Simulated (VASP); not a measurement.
# ReSbN (P4/nmm) in VASP: further runs, part 2 of 2

VASP 6.6.1. The steps go on from the part before.

**3. Relaxation of cell and atoms, LDA+U**

Contents of INCAR:

```
  PREC = Accurate
  ENCUT = 600
  EDIFF = 1E-6
  ISMEAR = -1
  SIGMA = 0.05
  LREAL = F
  LASPH = T
  NELM = 150
  ALGO = Normal
  ISIF = 3
  LWAVE = F
  LCHARG = F
  LMAXMIX = 4
  LDAU = T
  LDAUTYPE = 2
  LDAUL = 2 -1 -1
  LDAUU = 1 0 0
  LDAUJ = 0 0 0
  LDAUPRINT = 1
  IBRION = 2
  NSW = 60
  EDIFFG = -0.01
```

Contents of KPOINTS:

```
regular mesh
0
Gamma
  8 8 3
```

Contents of POSCAR:

```
ReSbN
1.0
    3.4321230000      0.0000000000      0.0000000000
    0.0000000000      3.4321230000      0.0000000000
    0.0000000000      0.0000000000      8.5926270000
Re Sb N
2 2 2
Direct
    0.0000000000      0.5000000000      0.8732410000
    0.5000000000      0.0000000000      0.1267590000
    0.0000000000      0.5000000000      0.3334580000
    0.5000000000      0.0000000000      0.6665420000
    0.0000000000      0.0000000000      0.0000000000
    0.5000000000      0.5000000000      0.0000000000
```

Potentials or basis: VASP PAW LDA potentials, release 64 (Re, Sb, N).

On the command line:

```sh
cat potpaw_LDA.64/Re/POTCAR potpaw_LDA.64/Sb/POTCAR potpaw_LDA.64/N/POTCAR > POTCAR
mpirun -np 1 vasp_std > vasp.out
```

OUTCAR:

```text
PREC = Accurate
   ENCUT = 600
   EDIFF = 1E-6
   ISMEAR = -1
   LREAL = F
   LASPH = T
   NELM = 150
   ISIF = 3
   IBRION = 2
   NSW = 60
   EDIFFG = -0.01

 ion  position               nearest neighbor table
   1  0.000  0.500  0.873-   5 2.03   6 2.03   5 2.03   6 2.03   4 3.01   4 3.01   4 3.01   4 3.01
                             2 3.26   2 3.26   2 3.26   2 3.26
   2  0.500  0.000  0.127-   5 2.03   6 2.03   6 2.03   5 2.03   3 3.01   3 3.01   3 3.01   3 3.01
                             1 3.26   1 3.26   1 3.26   1 3.26
   3  0.000  0.500  0.333-   2 3.01   2 3.01   2 3.01   2 3.01   4 3.75   4 3.75   4 3.75   4 3.75

   4  0.500  0.000  0.667-   1 3.01   1 3.01   1 3.01   1 3.01   3 3.75   3 3.75   3 3.75   3 3.75

   5  0.000  0.000  0.000-   1 2.03   2 2.03   1 2.03   2 2.03
   6  0.500  0.500  0.000-   1 2.03   2 2.03   2 2.03   1 2.03

  LATTYP: Found a simple tetragonal cell.
 ALAT       =     3.4321230000
 C/A-ratio  =     2.5035894693

  Lattice vectors:

 A1 = (   3.4321230000,   0.0000000000,   0.0000000000)
 A2 = (   0.0000000000,   3.4321230000,   0.0000000000)
 A3 = (   0.0000000000,   0.0000000000,   8.5926270000)

Analysis of symmetry for initial positions (statically):
=====================================================================
 Subroutine PRICEL returns:
 Original cell was already a primitive cell.

 Routine SETGRP: Setting up the symmetry group for a
 simple tetragonal supercell.

 Subroutine GETGRP returns: Found 16 space group operations
 (whereof  8 operations were pure point group operations)
 out of a pool of 16 trial point group operations.

The static configuration has the point symmetry D_2d.
 The point group associated with its full space group is D_4h.
[... 416 lines left out ...]
  0.0000  0.0000  0.6067 -0.0000 -0.0000
 -0.0000 -0.0000 -0.0000  0.4705 -0.0000
  0.0000 -0.0000 -0.0000 -0.0000  0.4043

spin component  2

  0.6082 -0.0000  0.0000 -0.0000  0.0000
 -0.0000  0.4705  0.0000 -0.0000 -0.0000
  0.0000  0.0000  0.6067 -0.0000 -0.0000
 -0.0000 -0.0000 -0.0000  0.4705 -0.0000
  0.0000 -0.0000 -0.0000 -0.0000  0.4043

 occupancies and eigenvectors

  o =  0.4043  v =  0.0000  0.0000  0.0000  0.0000 -1.0000  0.0000  0.0000  0.0000  0.0000  0.0000      0.0000  0.0000  0.0000  0.0000  0.0000  0.0000  0.0000  0.0000  0.0000  0.0000
  o =  0.4043  v =  0.0000  0.0000  0.0000  0.0000  0.0000  0.0000  0.0000  0.0000  0.0000 -1.0000      0.0000  0.0000  0.0000  0.0000  0.0000  0.0000  0.0000  0.0000  0.0000  0.0000
  o =  0.4705  v =  0.0000 -0.0015 -0.0000  1.0000  0.0000  0.0000  0.0000  0.0000  0.0000  0.0000      0.0000  0.0000  0.0000  0.0000  0.0000  0.0000  0.0000  0.0000  0.0000  0.0000
  o =  0.4705  v =  0.0000  0.0000  0.0000  0.0000  0.0000  0.0000 -0.0015 -0.0000  1.0000  0.0000      0.0000  0.0000  0.0000  0.0000  0.0000  0.0000  0.0000  0.0000  0.0000  0.0000
  o =  0.4705  v =  0.0000  0.0000  0.0000  0.0000  0.0000  0.0000 -1.0000  0.0000 -0.0015 -0.0000      0.0000  0.0000  0.0000  0.0000  0.0000  0.0000  0.0000  0.0000  0.0000  0.0000
  o =  0.4705  v =  0.0000 -1.0000  0.0000 -0.0015 -0.0000  0.0000  0.0000  0.0000  0.0000  0.0000      0.0000  0.0000  0.0000  0.0000  0.0000  0.0000  0.0000  0.0000  0.0000  0.0000
  o =  0.6067  v =  0.0000  0.0000  0.0000  0.0000  0.0000  0.0000 -0.0000 -1.0000 -0.0000 -0.0000      0.0000  0.0000  0.0000  0.0000  0.0000  0.0000  0.0000  0.0000  0.0000  0.0000
  o =  0.6067  v =  0.0000 -0.0000 -1.0000 -0.0000 -0.0000  0.0000  0.0000  0.0000  0.0000  0.0000      0.0000  0.0000  0.0000  0.0000  0.0000  0.0000  0.0000  0.0000  0.0000  0.0000
  o =  0.6082  v =  1.0000  0.0000  0.0000  0.0000  0.0000  0.0000  0.0000  0.0000  0.0000  0.0000      0.0000  0.0000  0.0000  0.0000  0.0000  0.0000  0.0000  0.0000  0.0000  0.0000
  o =  0.6082  v =  0.0000  0.0000  0.0000  0.0000  0.0000  1.0000  0.0000  0.0000  0.0000  0.0000      0.0000  0.0000  0.0000  0.0000  0.0000  0.0000  0.0000  0.0000  0.0000  0.0000

--------------------------------------- Ionic step       14  -------------------------------------------

 number of electron      33.9999996 magnetization

 Free energy of the ion-electron system (eV)
  ---------------------------------------------------
  ext. energy  EPLUGINS =         0.00000000
  ---------------------------------------------------
  free energy    TOTEN  =       -51.33484668 eV

  energy without entropy =      -51.32218053  energy(sigma->0) =      -51.32851360

 E-fermi :   8.1012     XC(G=0): -11.7604

 val. band max:        8.0697294332   @ k =   0.2500   0.0000   0.0000
 cond. band min:       8.1508702996   @ k =   0.5000   0.1250   0.0000
 fundamental gap:      0.0811408665
 Fermi energy:         8.1012380604

 k-point     1 :       0.0000    0.0000    0.0000
  band No.  band energies     occupation
      1      -9.6579      2.00000
      2      -6.5144      2.00000
      3      -3.1720      2.00000
      4      -3.0618      2.00000
      5       0.1369      2.00000
      6       0.1369      2.00000
[... 565 lines left out ...]
     20      10.3182      0.00000
     21      11.4757      0.00000

 [... further k-points ...]

------------------------ aborting loop because EDIFF is reached ----------------------------------------

  FORCE on cell =-STRESS in cart. coord.  units (eV):
  Direction    XX          YY          ZZ          XY          YZ          ZX
  --------------------------------------------------------------------------------------
  -------------------------------------------------------------------------------------
  Total       -0.0345764     -0.0345764     -0.0278018      0.0000000      0.0000000     -0.0000000
  in kB       -0.5770249     -0.5770249     -0.4639672      0.0000000      0.0000000     -0.0000000
  external PRESSURE =      -0.5393390 kB  Pullay stress =       0.0000000 kB
[... 21 lines left out ...]
  FREE ENERGIE OF THE ION-ELECTRON SYSTEM (eV)
  ---------------------------------------------------
  free  energy   TOTEN  =       -51.3348466774 eV

  energy  without entropy=      -51.3221805278  energy(sigma->0) =      -51.32851360

 reached required accuracy - stopping structural energy minimisation
```

OSZICAR:

```text
N       E                     dE             d eps       ncg     rms          rms(c)
DAV:   1     0.349829304406E+03    0.34983E+03   -0.13999E+04  1284   0.164E+03
DAV:   2    -0.632939636629E+01   -0.35616E+03   -0.34552E+03  2159   0.660E+02
DAV:   3    -0.540459329128E+02   -0.47717E+02   -0.45745E+02  2376   0.198E+02
DAV:   4    -0.572675883425E+02   -0.32217E+01   -0.30762E+01  2160   0.440E+01
[... 115 lines left out ...]
DAV:   1    -0.513348495528E+02   -0.12777E-04   -0.32091E-03  1836   0.386E-01    0.736E-02
DAV:   2    -0.513348493186E+02    0.23420E-06   -0.10907E-04  2288   0.889E-02    0.395E-02
DAV:   3    -0.513348486256E+02    0.69302E-06   -0.33823E-05  2139   0.580E-02    0.365E-02
DAV:   4    -0.513348472151E+02    0.14105E-05   -0.11251E-05  1905   0.322E-02    0.185E-02
DAV:   5    -0.513348466774E+02    0.53771E-06   -0.14047E-06   952   0.192E-02
  14 F= -.51334847E+02 E0= -.51328514E+02  d E =-.104009E-04
```

Run time: 17 min. Hardware: 1 thread of Oxide Virtual Turin-like, shared host; peak memory 0.22 GiB.

Results:

| Property | Result |
| --- | --- |
| Free energy | -51.3348 eV |
| Relaxed volume | 16.00 Å³/atom |
| Relaxed cell | a = 3.380 Å, b = 3.380 Å, c = 8.404 Å, α = 90.00°, β = 90.00°, γ = 90.00° |
| Space group after relaxing (to 0.1 Å) | P4/nmm (No. 129) |
| Energy gained by relaxing | 20.6 meV/atom |
| Ionic steps | 14 |
| Pressure after relaxing | -0.1 GPa |
| Largest force after relaxing | 0.009 eV/Å |
| Band gap on the k mesh | zero (bands 17 and 18 overlap by 1.88 eV) |

Forces in eV/Å, atoms in the order of the input:
```
Re   0.000  0.000  0.009
Re   0.000  0.000 -0.009
Sb   0.000  0.000 -0.004
Sb   0.000  0.000  0.004
N    0.000  0.000  0.000
N    0.000  0.000  0.000
```

The path:
| step | energy change (eV) | largest force (eV/Å) | pressure (GPa) | volume (Å³) |
| --- | --- | --- | --- | --- |
| 1 | 0.0000 | 0.5614 | -8.26 | 101.22 |
| 2 | 0.5632 | 3.9269 | 24.65 | 89.00 |
| 3 | -0.1103 | 0.5260 | -0.65 | 97.49 |
| 4 | -0.1105 | 0.5630 | -0.39 | 97.38 |
| 5 | -0.1191 | 0.2090 | 0.03 | 96.46 |
| 6 | -0.1207 | 0.0608 | -0.09 | 96.71 |
| 7 | -0.1216 | 0.0738 | 0.00 | 96.56 |
| 8 | -0.1222 | 0.0984 | 0.23 | 96.27 |
| 9 | -0.1227 | 0.0782 | -0.08 | 96.30 |
| 10 | -0.1228 | 0.0661 | -0.27 | 96.32 |
| 11 | -0.1234 | 0.0432 | -0.17 | 96.20 |
| 12 | -0.1238 | 0.0252 | 0.07 | 95.97 |
| 13 | -0.1238 | 0.0214 | 0.05 | 95.99 |
| 14 | -0.1238 | 0.0085 | -0.05 | 96.01 |

Final structure:
```xyz
6
Lattice="3.3800 0.0000 0.0000 0.0000 3.3800 0.0000 0.0000 0.0000 8.4036" Properties=species:S:1:pos:R:3 pbc="T T T"
Re    0.0000    1.6900    7.3218
Re    1.6900    0.0000    1.0819
Sb    0.0000    1.6900    2.8175
Sb    1.6900    0.0000    5.5861
N     0.0000    0.0000    8.4036
N     1.6900    1.6900    8.4036
```

Levels at points of the mesh, in eV from the Fermi level:
| k point | band 15 | band 16 | band 17 | band 18 | band 19 | band 20 |
| --- | --- | --- | --- | --- | --- | --- |
| (0.00, 0.00, 0.00) | 0.31 | 0.38 | 0.38 | 1.17 | 1.72 | 1.72 |
| (0.50, 0.00, 0.00) | -1.18 | -1.18 | 0.22 | 0.22 | 2.43 | 2.43 |
| (0.50, 0.50, 0.00) | -1.78 | -1.78 | -0.42 | -0.42 | 1.21 | 1.21 |

Eigenvalues of the final occupation matrices:
```tsv
site	spin	trace	eigenvalues
site 1 d	1	2.56	0.40 0.47 0.47 0.61 0.61
site 1 d	2	2.56	0.40 0.47 0.47 0.61 0.61
site 2 d	1	2.56	0.40 0.47 0.47 0.61 0.61
site 2 d	2	2.56	0.40 0.47 0.47 0.61 0.61
```

Caveat: spin-orbit coupling is left out, which moves the levels of the heavy elements; U without spin polarisation on a metal has little footing.

**4. Relaxation of cell and atoms, LDA+U**

Contents of INCAR:

```
SYSTEM = ReSbN
PREC     = Accurate       ! precision mode
ENCUT    = 600            ! plane-wave cutoff, eV
EDIFF    = 1E-6           ! SCF threshold, eV
ISMEAR   = -1             ! smearing method
SIGMA    = 0.05           ! smearing width, eV
LREAL    = .False.        ! projectors in reciprocal space
LASPH    = .True.         ! aspherical terms in the spheres
NELM     = 150            ! most SCF steps
ALGO     = Normal         ! electronic algorithm
ISIF     = 3              ! what is computed and relaxed
LWAVE    = .False.        ! write WAVECAR
LCHARG   = .False.        ! write CHGCAR
LMAXMIX  = 4              ! l up to which the mixer works
LDAU     = .True.         ! DFT+U
LDAUTYPE = 2            
LDAUL    = 2 -1 -1        ! shell
LDAUU    = 2 0 0          ! U, eV
LDAUJ    = 0 0 0        
LDAUPRINT= 1            
GGA      = CA             ! functional
IBRION   = 2              ! ionic algorithm
NSW      = 60             ! ionic steps
EDIFFG   = -0.01          ! ionic threshold
```

Contents of KPOINTS:

```
Automatic mesh
0
Gamma
  8 8 3
  0 0 0
```

POSCAR is that of step 3.

On the command line:

```sh
cat potpaw_LDA.64/Re/POTCAR potpaw_LDA.64/Sb/POTCAR potpaw_LDA.64/N/POTCAR > POTCAR
mpirun -np 1 vasp_std > vasp.out
```

It took 17 min on 1 thread of Oxide Virtual Turin-like, shared host; peak memory 0.23 GiB.

Results (log left out):

```
Free energy                           : -48.9203 eV
Relaxed volume                        : 15.99 Å³/atom
Relaxed cell                          : a = 3.381 Å, b = 3.381 Å, c = 8.395 Å, α = 90.00°, β = 90.00°, γ = 90.00°
Space group after relaxing (to 0.1 Å) : P4/nmm (No. 129)
Energy gained by relaxing             : 20.3 meV/atom
Ionic steps                           : 15
Pressure after relaxing               : 0.0 GPa
Largest force after relaxing          : 0.009 eV/Å
Band gap on the k mesh                : zero (bands 17 and 18 overlap by 1.92 eV)
```

Forces on the atoms (eV/Å):
```
Re   0.000  0.000 -0.009
Re   0.000  0.000  0.009
Sb   0.000  0.000 -0.004
Sb   0.000  0.000  0.004
N    0.000  0.000  0.000
N    0.000  0.000  0.000
```

Stress tensor (GPa, compression positive):
```
-0.01  0.00  0.00
 0.00 -0.01  0.00
 0.00  0.00 -0.10
```

The path:
| step | energy change (eV) | largest force (eV/Å) | pressure (GPa) | volume (Å³) |
| --- | --- | --- | --- | --- |
| 1 | 0.0000 | 0.4982 | -8.07 | 101.22 |
| 2 | 0.5005 | 3.6901 | 23.04 | 89.28 |
| 3 | -0.1066 | 0.5532 | -0.61 | 97.50 |
| 4 | -0.1067 | 0.5878 | -0.37 | 97.39 |
| 5 | -0.1163 | 0.2103 | 0.01 | 96.43 |
| 6 | -0.1179 | 0.0658 | -0.12 | 96.69 |
| 7 | -0.1191 | 0.0825 | 0.04 | 96.50 |
| 8 | -0.1199 | 0.1101 | 0.34 | 96.18 |
| 9 | -0.1204 | 0.0926 | -0.01 | 96.23 |
| 10 | -0.1205 | 0.0824 | -0.20 | 96.25 |
| 11 | -0.1211 | 0.0635 | -0.15 | 96.17 |
| 12 | -0.1218 | 0.0374 | 0.05 | 95.94 |
| 13 | -0.1218 | 0.0376 | 0.07 | 95.93 |
| 14 | -0.1218 | 0.0138 | -0.09 | 95.96 |
| 15 | -0.1218 | 0.0089 | -0.04 | 95.95 |

Final structure:
```
Re Sb N
1.0
     3.38075    0.00000    0.00000
     0.00000    3.38075    0.00000
     0.00000    0.00000    8.39493
Re Sb N
2 2 2
Direct
  0.00000 0.50000 0.87107
  0.50000 0.00000 0.12893
  0.00000 0.50000 0.33542
  0.50000 0.00000 0.66458
  0.00000 0.00000 0.00000
  0.50000 0.50000 0.00000
```

Levels at points of the mesh, in eV from the Fermi level:
```
           k point  band 13  band 14  band 15  band 16  band 17  band 18  band 19  band 20  band 21
(0.00, 0.00, 0.00)    -0.97    -0.20     0.30     0.41     0.41     1.30     1.78     1.78     1.79
(0.50, 0.00, 0.00)    -2.00    -2.00    -1.20    -1.20     0.21     0.21     2.54     2.54     3.48
(0.50, 0.50, 0.00)    -3.22    -3.22    -1.79    -1.79    -0.47    -0.47     1.27     1.27     2.69
```

Eigenvalues of the final occupation matrices:
```
    site  spin  trace               eigenvalues
site 1 d     1   2.58  0.39 0.46 0.46 0.64 0.64
site 1 d     2   2.58  0.39 0.46 0.46 0.64 0.64
site 2 d     1   2.58  0.39 0.46 0.46 0.64 0.64
site 2 d     2   2.58  0.39 0.46 0.46 0.64 0.64
```

Caveat: spin-orbit coupling is left out, which moves the levels of the heavy elements; U without spin polarisation on a metal has little footing.

**5. Overview**

| level | U | gap on the mesh (eV) | pressure (GPa) | relaxed volume (Å³/atom) | largest force (eV/Å) |
| --- | --- | --- | --- | --- | --- |
| LDA | - | none | 0.0 | 16.01 | - |
| LDA+U | Re d U = 1.0 eV | none | -0.1 | 16.00 | 0.01 |
| LDA+U | Re d U = 2.0 eV | none | 0.0 | 15.99 | 0.01 |

Alike in all rows: task relaxation of cell and atoms; potentials or basis VASP PAW LDA potentials, release 64 (Re, Sb, N); no spin polarisation; cell relaxed; k mesh 8 × 8 × 3; cutoff (eV) 600; smearing fermi-dirac 0.05 eV.

Caveats: spin-orbit coupling is left out, which moves the levels of the heavy elements; U without spin polarisation on a metal has little footing (at least some runs).

Absolute energies hang on the potentials; compare differences alone.
